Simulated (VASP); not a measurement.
# ZnSe (I-4m2) in VASP: further runs

ZnSe is run at these levels: r2SCAN; tasks: single point.

All numbers are computed with VASP 6.6.1; they aren't measurements. Logs are shortened: lines on timing, memory, paths and dates and some standing lists are left out, and cuts for length are marked.

## 1. The cell of the first run

The structure is tetragonal, space group I-4m2 (No. 119). The conventional cell has a = 4.086 Å, b = 4.086 Å, c = 5.530 Å, α = 90.00°, β = 90.00°, γ = 90.00°. Within 3.3 Å of Zn (site symmetry -4m2) lie 4 Se at 2.47 Å. Se (site symmetry -4m2) has 4 Zn at 2.47 Å within 3.3 Å.

## 2. Single point, r2SCAN (in-plane strain +0.02, then relaxed in part)

Contents of POSCAR:

```
ZnSe
1.0
    2.8895883522      2.8895883522      0.0000000000
   -2.8895883522      2.8895883522      0.0000000000
    0.0000000000      2.8895883522      2.7648566352
Zn Se
1 1
Direct
    0.0000000000      0.0000000000      0.0000000000
    0.7500000000      0.2500000000      0.5000000000
```

Contents of INCAR.step1:

```
PREC = Accurate ; ENCUT = 520
ISMEAR = 0 ; SIGMA = 0.01
LREAL = F ; LASPH = T
NELM = 80 ; NBANDS = 16
GGA = PE ; ALGO = Normal
EDIFF = 1E-4 ; LWAVE = T
LCHARG = F
```

Contents of INCAR.step2:

```
PREC = Accurate ; ENCUT = 520
EDIFF = 1E-6 ; ISMEAR = 0
SIGMA = 0.01 ; LREAL = F
LASPH = T ; NELM = 80
ALGO = Normal ; ISIF = 2
LWAVE = F ; LCHARG = F
METAGGA = R2SCAN ; LMIXTAU = T
NBANDS = 16 ; ISTART = 1
```

Contents of KPOINTS:

```
Automatic mesh
0
Gamma
  8 8 8
```

Potentials or basis: VASP PAW PBE potentials, release 64 (Zn, Se).

Started as:

```sh
$ cat potpaw_PBE.64/Zn/POTCAR potpaw_PBE.64/Se/POTCAR > POTCAR
$ cp INCAR.step1 INCAR
$ mpirun -np 1 vasp_std > vasp.out
$ cp INCAR.step2 INCAR
$ mpirun -np 1 vasp_std > vasp.out
```

OUTCAR:

```text
PREC = Accurate
   ENCUT = 520
   EDIFF = 1E-6
   ISMEAR = 0
   LREAL = F
   LASPH = T
   NELM = 80
   ISIF = 2
   METAGGA = R2SCAN
   ISTART = 1

 ion  position               nearest neighbor table
   1  0.000  0.000  0.000-   2 2.47   2 2.47   2 2.47   2 2.47
   2  0.750  0.250  0.500-   1 2.47   1 2.47   1 2.47   1 2.47

  LATTYP: Found a body centered tetragonal cell.
 ALAT       =     4.0864950374
 C/A-ratio  =     1.3531677440

  Lattice vectors:

 A1 = (   2.8895883522,   0.0000000000,  -2.7648566352)
 A2 = (  -2.8895883522,   0.0000000000,  -2.7648566352)
 A3 = (   0.0000000000,   2.8895883522,   2.7648566352)

Analysis of symmetry for initial positions (statically):
=====================================================================
 Subroutine PRICEL returns:
 Original cell was already a primitive cell.

 Routine SETGRP: Setting up the symmetry group for a
 body centered tetragonal supercell.

 Subroutine GETGRP returns: Found  8 space group operations
 (whereof  8 operations were pure point group operations)
 out of a pool of 16 trial point group operations.

The static configuration has the point symmetry D_2d.

Analysis of symmetry for dynamics (positions and initial velocities):
=====================================================================
 Subroutine PRICEL returns:
 Original cell was already a primitive cell.

 Routine SETGRP: Setting up the symmetry group for a
 body centered tetragonal supercell.

 Subroutine GETGRP returns: Found  8 space group operations
 (whereof  8 operations were pure point group operations)
 out of a pool of 16 trial point group operations.

The dynamic configuration has the point symmetry D_2d.

 Subroutine INISYM returns: Found  8 space group operations
 (whereof  8 operations are pure point group operations),
 and found     1 'primitive' translations

----------------------------------------------------------------------------------------

                                     Primitive cell

  volume of cell :      46.1716

  direct lattice vectors                    reciprocal lattice vectors
     2.889588352  2.889588352  0.000000000     0.173035028  0.173035028 -0.180841203
    -2.889588352  2.889588352  0.000000000    -0.173035028  0.173035028 -0.180841203
     0.000000000  2.889588352  2.764856635     0.000000000  0.000000000  0.361682406

  length of vectors
     4.086495037  4.086495037  3.999269066     0.304279119  0.304279119  0.361682406

  position of ions in fractional coordinates (direct lattice)
     0.000000000  0.000000000  0.000000000
     0.750000000  0.250000000  0.500000000

  ion indices of the primitive-cell ions
   primitive index   ion index
                 1           1
                 2           2

----------------------------------------------------------------------------------------

 KPOINTS: Automatic mesh

Automatic generation of k-mesh.
 Grid dimensions read from file:
 generate k-points for:    8    8    8

 Generating k-lattice:

  Cartesian coordinates                     Fractional coordinates (reciprocal lattice)
     0.021629378  0.021629378 -0.022605150     0.125000000  0.000000000 -0.000000000
    -0.021629378  0.021629378 -0.022605150     0.000000000  0.125000000 -0.000000000
     0.000000000  0.000000000  0.045210301     0.000000000  0.000000000  0.125000000

  Length of vectors
     0.038034890  0.038034890  0.045210301

  Shift w.r.t. Gamma in fractional coordinates (k-lattice)
     0.000000000  0.000000000  0.000000000

 Subroutine IBZKPT returns following result:
 ===========================================

 Found     59 irreducible k-points:

 Following reciprocal coordinates:
            Coordinates               Weight
  0.000000  0.000000  0.000000      1.000000
  0.125000  0.000000 -0.000000      8.000000
  0.250000  0.000000 -0.000000      8.000000
  0.375000  0.000000 -0.000000      8.000000
  0.500000  0.000000 -0.000000      4.000000
  0.125000  0.125000 -0.000000      8.000000
[... 16 lines left out ...]
  0.250000  0.000000  0.125000      4.000000
  0.375000  0.000000  0.125000      8.000000
 [... further k-points ...]
   k-points           NKPTS =     59   k-points in BZ     NKDIM =     59   number of bands    NBANDS=     16
   number of dos      NEDOS =    301   number of ions     NIONS =      2
   total plane-waves  NPLWV =  27000
   dimension x,y,z NGX =    30 NGY =   30 NGZ =   30
   dimension x,y,z NGXF=    60 NGYF=   60 NGZF=   60
   ions per type =               1   1
   NGX,Y,Z   is equivalent  to a cutoff of  12.20, 12.20, 12.47 a.u.
   NGXF,Y,Z  is equivalent  to a cutoff of  24.41, 24.41, 24.94 a.u.
 SYSTEM =  unknown system
   PREC   = accura    normal or accurate (medium, high low for compatibility)
   ISTART =      1    job   : 0-new  1-cont  2-samecut
   ICHARG =      0    charge: 1-file 2-atom 10-const
   ISPIN  =      1    spin polarized calculation?
   LNONCOLLINEAR =      F non collinear calculations
   LSORBIT =      F    spin-orbit coupling
   LASPH  =      T    aspherical Exc in radial PAW
   ENCUT  =  520.0 eV  38.22 Ry    6.18 a.u.   7.60  7.60  7.44*2*pi/ulx,y,z
   NELM   =     80;   NELMIN=  2; NELMDL=  0     # of ELM steps
   EDIFF  = 0.1E-05   stopping-criterion for ELM
   LREAL  =      F    real-space projection
   EDIFFG = 0.1E-04   stopping-criterion for IOM
   NSW    =      0    number of steps for IOM
   IBRION =     -1    ionic relax: 0-MD 1-quasi-New 2-CG
   NFREE  =      0    steps in history (QN), initial steepest desc. (CG)
   ISIF   =      2    stress and relaxation
   ISYM   =      2    0-nonsym 1-usesym 2-fastsym
   POTIM  = 0.5000    time-step for ionic-motion
   TEBEG  =    0.0;   TEEND  =   0.0 temperature during run
   PSTRESS=    0.0 pullay stress
   NELECT =      18.0000    total number of electrons
   NUPDOWN=      -1.0000    fix difference up-down
   EMIN   =  10.00;   EMAX   =-10.00  energy-range for DOS
   EFERMI =   0.00;   METHOD = LEGACY
   ISMEAR =     0;   SIGMA  =   0.01  broadening in eV -4-tet -1-fermi 0-gaus
   EFERMI_NEDOS =   21; number of points for ismear=-14 and -15
   IALGO  =     38    algorithm
   IMIX   =      4    mixing-type and parameters
     AMIX     =   0.40;   BMIX     =  1.00
     AMIX_MAG =   1.60;   BMIX_MAG =  1.00
  volume/ion in A,a.u.               =      23.09       155.79
  Fermi-wavevector in a.u.,A,eV,Ry     =   1.195935  2.259989 19.459867  1.430260
  Thomas-Fermi vector in A             =   2.331888
   LORBIT       =      0    0 simple, 1 ext, 2 COOP (PROOUT), +10 PAW based schemes
   METAGGA = R2SCAN    functional components
   LHFCALC =     F    Hartree Fock is set to
   AEXX    =    0.0000 exact exchange contribution
   IVDW    =     0    specifies the selected vdW correction
   LEPSILON=     F    determine dielectric tensor
   LRPA    =     F    only Hartree local field effects (RPA)
 non-spin polarized calculation
 Gauss-broadening in eV      SIGMA  =   0.01
  energy-cutoff  :      520.00
  volume of cell :       46.17
 maximum number of plane-waves:      1265
   NGX = 15   NGY = 15   NGZ = 15

 number of electron      18.0000005 magnetization

 Free energy of the ion-electron system (eV)
  ---------------------------------------------------
  ext. energy  EPLUGINS =         0.00000000
  ---------------------------------------------------
  free energy    TOTEN  =       -24.90020079 eV

  energy without entropy =      -24.90020079  energy(sigma->0) =      -24.90020079

 E-fermi :   1.3510     XC(G=0):  -9.8513

 val. band max:        1.2734393140   @ k =   0.0000   0.0000   0.0000
 cond. band min:       2.9712824804   @ k =   0.0000   0.0000   0.0000
 fundamental gap:      1.6978431664
 Fermi energy:         1.3509839098

 k-point     1 :       0.0000    0.0000    0.0000
  band No.  band energies     occupation
      1     -12.4399      2.00000
      2      -5.4730      2.00000
      3      -5.4730      2.00000
      4      -5.4551      2.00000
      5      -5.0785      2.00000
      6      -5.0736      2.00000
[... 8 lines left out ...]
     15      12.7810      0.00000
     16      13.4936      0.00000

 k-point     2 :       0.1250    0.0000   -0.0000
  band No.  band energies     occupation
      1     -12.3385      2.00000
      2      -5.4617      2.00000
      3      -5.4576      2.00000
      4      -5.4399      2.00000
      5      -5.0788      2.00000
      6      -5.0757      2.00000
[... 8 lines left out ...]
     15      12.4409      0.00000
     16      12.7549      0.00000

 k-point     3 :       0.2500    0.0000   -0.0000
  band No.  band energies     occupation
      1     -12.0758      2.00000
      2      -5.4239      2.00000
      3      -5.4128      2.00000
      4      -5.3881      2.00000
      5      -5.0768      2.00000
      6      -5.0744      2.00000
[... 8 lines left out ...]
     15      12.0780      0.00000
     16      12.6893      0.00000

 k-point     4 :       0.3750    0.0000   -0.0000
  band No.  band energies     occupation
      1     -11.7818      2.00000
      2      -5.3967      2.00000
      3      -5.3751      2.00000
      4      -5.1928      2.00000
      5      -5.0694      2.00000
      6      -5.0610      2.00000
[... 8 lines left out ...]
     15      13.3169      0.00000
     16      13.4269      0.00000
[... 324 lines left out ...]
 k-point    22 :       0.0000    0.0000    0.1250
  band No.  band energies     occupation
      1     -12.2977      2.00000
      2      -5.4615      2.00000
      3      -5.4436      2.00000
      4      -5.4436      2.00000
      5      -5.0833      2.00000
      6      -5.0703      2.00000
[... 8 lines left out ...]
     15      13.0288      0.00000
     16      13.1992      0.00000

 k-point    23 :       0.2500    0.0000    0.1250
  band No.  band energies     occupation
      1     -12.1884      2.00000
      2      -5.4390      2.00000
      3      -5.4385      2.00000
      4      -5.4053      2.00000
      5      -5.0869      2.00000
      6      -5.0711      2.00000
[... 8 lines left out ...]
     15      12.2515      0.00000
     16      13.7954      0.00000

 k-point    24 :       0.3750    0.0000    0.1250
  band No.  band energies     occupation
      1     -11.9127      2.00000
      2      -5.4022      2.00000
      3      -5.3757      2.00000
      4      -5.3280      2.00000
      5      -5.0849      2.00000
      6      -5.0663      2.00000
[... 8 lines left out ...]
     15      13.0371      0.00000
     16      14.4443      0.00000

 [... further k-points ...]

------------------------ aborting loop because EDIFF is reached ----------------------------------------

  FORCE on cell =-STRESS in cart. coord.  units (eV):
  Direction    XX          YY          ZZ          XY          YZ          ZX
  --------------------------------------------------------------------------------------
  -------------------------------------------------------------------------------------
  Total       -0.4120197     -0.4120197      0.0369680      0.0000000      0.0000000     -0.0000000
  in kB      -14.2972995    -14.2972995      1.2828084      0.0000000      0.0000000     -0.0000000
  external PRESSURE =      -9.1039302 kB  Pullay stress =       0.0000000 kB

 VOLUME and BASIS-vectors are now :
 -----------------------------------------------------------------------------
  energy-cutoff  :      520.00
  volume of cell :       46.17
      direct lattice vectors                 reciprocal lattice vectors
     2.889588352  2.889588352  0.000000000     0.173035028  0.173035028 -0.180841203
    -2.889588352  2.889588352  0.000000000    -0.173035028  0.173035028 -0.180841203
     0.000000000  2.889588352  2.764856635     0.000000000  0.000000000  0.361682406

 POSITION                                       TOTAL-FORCE (eV/Angst)
 -----------------------------------------------------------------------------------
      0.00000      0.00000      0.00000         0.000000     -0.000000      0.000000
      1.44479      4.33438      1.38243        -0.000000      0.000000      0.000000
 -----------------------------------------------------------------------------------
    total drift:                               -0.000010      0.000000     -0.000000

  FREE ENERGIE OF THE ION-ELECTRON SYSTEM (eV)
  ---------------------------------------------------
  free  energy   TOTEN  =       -24.9002007913 eV

  energy  without entropy=      -24.9002007913  energy(sigma->0) =      -24.90020079
```

It used 370 s of CPU time on 1 thread of AMD EPYC 7R13 Processor (Zen 3), with other jobs on the host.

Results:

```
Free energy            : -24.9002 eV
Pressure               : -0.9 GPa
Band gap on the k mesh : 1.70 eV, direct
```

Stress tensor (GPa, compression positive):
```
-1.43  0.00  0.00
 0.00 -1.43  0.00
 0.00  0.00  0.13
```

Caveat: the cell differs from its parent crystal (in-plane strain +0.02, then relaxed in part); the PAW data sets were made with another functional, which shifts forces and pressure a little.

## 3. Single point, r2SCAN (film at in-plane strain +0.02)

POSCAR is that of step 2.

Contents of INCAR.step1:

```
SYSTEM = ZnSe
ALGO = Normal
EDIFF = 1E-4
ENCUT = 520
GGA = PE
ISMEAR = 0
LASPH = .TRUE.
LCHARG = .FALSE.
LREAL = .FALSE.
LWAVE = .TRUE.
NBANDS = 16
NELM = 100
PREC = Accurate
SIGMA = 0.01
```

Contents of INCAR.step2:

```
SYSTEM = ZnSe
ALGO = Normal
EDIFF = 1E-7
ENCUT = 520
ISIF = 2
ISMEAR = 0
ISTART = 1
LASPH = .TRUE.
LCHARG = .FALSE.
LMIXTAU = .TRUE.
LREAL = .FALSE.
LWAVE = .FALSE.
METAGGA = R2SCAN
NBANDS = 16
NELM = 100
PREC = Accurate
SIGMA = 0.01
```

Contents of KPOINTS:

```
k-points
0
G
  8 8 8
  0 0 0
```

Potentials or basis: VASP PAW PBE potentials, release 64 (Zn, Se).

Started as:

```sh
$ cat potpaw_PBE.64/Zn/POTCAR potpaw_PBE.64/Se/POTCAR > POTCAR
$ cp INCAR.step1 INCAR
$ mpirun -np 1 vasp_std > vasp.out
$ cp INCAR.step2 INCAR
$ mpirun -np 1 vasp_std > vasp.out
```

It used 300 s of CPU time on 1 thread of AMD EPYC 7R13 Processor (Zen 3), on a shared host.

The run converged. Its results:

* Free energy: -24.9002 eV
* Pressure: -0.9 GPa
* Band gap on the k mesh: 1.70 eV, direct

Stress tensor (GPa, compression positive):
```
-1.43  0.00  0.00
 0.00 -1.43  0.00
 0.00  0.00  0.13
```

Levels at points of the mesh, in eV from the valence-band top:
```
           k point  band 7  band 8  band 9  band 10  band 11  band 12
(0.00, 0.00, 0.00)   -0.15   -0.15    0.00     1.70     6.22     6.24
(0.50, 0.00, 0.00)   -5.30   -1.08   -0.83     2.90     6.60     6.98
(0.50, 0.50, 0.00)   -4.91   -2.23   -2.15     3.34     3.92    11.12
(0.00, 0.00, 0.50)   -4.65   -2.43   -2.43     3.14     3.49    11.57
```

Caveat: the cell differs from its parent crystal (film at in-plane strain +0.02); the PAW data sets were made with another functional, which shifts forces and pressure a little.

## 4. Single point, r2SCAN (in-plane strain +0.02)

POSCAR: that of step 3 with these lines changed.

```diff
@@ -4,3 +4,3 @@
    -2.8895883522      2.8895883522      0.0000000000
-    0.0000000000      2.8895883522      2.7648566352
+    0.0000000000      2.8895883522      2.7989346000
 Zn Se
```

Contents of INCAR.step1:

```
SYSTEM = ZnSe
ALGO = Normal
EDIFF = 1E-4
ENCUT = 520
GGA = PE
ISMEAR = 0
LASPH = .True.
LCHARG = .False.
LREAL = .False.
LWAVE = .True.
NBANDS = 16
NELM = 60
PREC = Accurate
SIGMA = 0.01
```

Contents of INCAR.step2:

```
SYSTEM = ZnSe
ALGO = Normal
EDIFF = 1E-6
ENCUT = 520
ISIF = 2
ISMEAR = 0
ISTART = 1
LASPH = .True.
LCHARG = .False.
LMIXTAU = .True.
LREAL = .False.
LWAVE = .False.
METAGGA = R2SCAN
NBANDS = 16
NELM = 60
PREC = Accurate
SIGMA = 0.01
```

Contents of KPOINTS:

```
k-points
0
Gamma
  8 8 8
  0 0 0
```

Started as:

```sh
$ cat potpaw_PBE.64/Zn/POTCAR potpaw_PBE.64/Se/POTCAR > POTCAR
$ cp INCAR.step1 INCAR
$ mpirun -np 1 vasp_std > vasp.out
$ cp INCAR.step2 INCAR
$ mpirun -np 1 vasp_std > vasp.out
```

It used 240 s of CPU time on 1 thread of AMD EPYC 7R13 Processor (Zen 3), on a shared host.

Results (log left out):

```
Free energy            : -24.8988 eV
Pressure               : -1.6 GPa
Band gap on the k mesh : 1.67 eV, direct
```

Stress tensor (GPa, compression positive):
```
-2.01  0.00  0.00
 0.00 -2.01  0.00
 0.00  0.00 -0.83
```

Levels at points of the mesh, in eV from the valence-band top:
```csv
k point,band 5,band 6,band 7,band 8,band 9,band 10,band 11,band 12,band 13,band 14
"(0.00, 0.00, 0.00)",-6.30,-6.29,-0.11,-0.11,0.00,1.67,6.24,6.26,6.26,10.40
"(0.50, 0.00, 0.00)",-6.27,-6.15,-5.20,-1.01,-0.83,2.92,6.67,6.94,8.93,11.47
"(0.50, 0.50, 0.00)",-6.25,-6.14,-4.80,-2.18,-2.12,3.37,3.90,11.11,11.61,11.94
"(0.00, 0.00, 0.50)",-6.24,-6.10,-4.62,-2.32,-2.32,3.23,3.59,11.43,11.78,11.78
```

Caveat: the cell differs from its parent crystal (in-plane strain +0.02); the PAW data sets were made with another functional, which shifts forces and pressure a little.
